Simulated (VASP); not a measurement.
Write the native input for VASP 6.6.1 that does the following.

```
Task                   : single point
Functional             : LDA
Potentials or basis    : VASP PAW LDA potentials, release 64 (Mg, S)
Cutoff                 : 520 eV
k mesh                 : 6 × 6 × 4
Occupations            : gaussian, width 0.01 eV
Spin                   : no spin polarisation
Dipole correction      : no
Further INCAR settings : ALGO = Normal; EDIFF = 1e-06; NBANDS = 16
```

The structure of MgS lies in POSCAR:

```
MgS
1.0
    3.7180672384     -0.0000000027      0.0000000000
   -1.8590336169      3.2199406827      0.0000000000
    0.0000000000      0.0000000000      4.5369398486
Mg S
2 2
Direct
    0.6666666667      0.3333333333      0.4374994472
    0.3333333333      0.6666666667      0.9374994472
    0.3333333333      0.6666666667      0.4374995528
    0.6666666667      0.3333333333      0.9374995528
```

These files were run (other wordings do the same):

INCAR

```
ALGO = Normal
EDIFF = 1E-6
ENCUT = 520
GGA = CA
ISIF = 2
ISMEAR = 0
LASPH = T
LCHARG = F
LREAL = F
LWAVE = F
NBANDS = 16
NELM = 100
PREC = Accurate
SIGMA = 0.01
```

KPOINTS

```
k-points
0
Gamma
  6 6 4
```

Potentials or basis: VASP PAW LDA potentials, release 64 (Mg, S).

Run with:

```sh
$ cat potpaw_LDA.64/Mg/POTCAR potpaw_LDA.64/S/POTCAR > POTCAR
$ mpirun -np 1 vasp_std > vasp.out
```

It gave:

```json
{
  "Pressure": "60.2 GPa",
  "Band gap on the k mesh": "2.52 eV, indirect (least direct gap 3.46 eV)"
}
```

Wall time 15 s on 1 thread of Intel Xeon 6975P-C (shared host), peak memory 0.15 GiB.
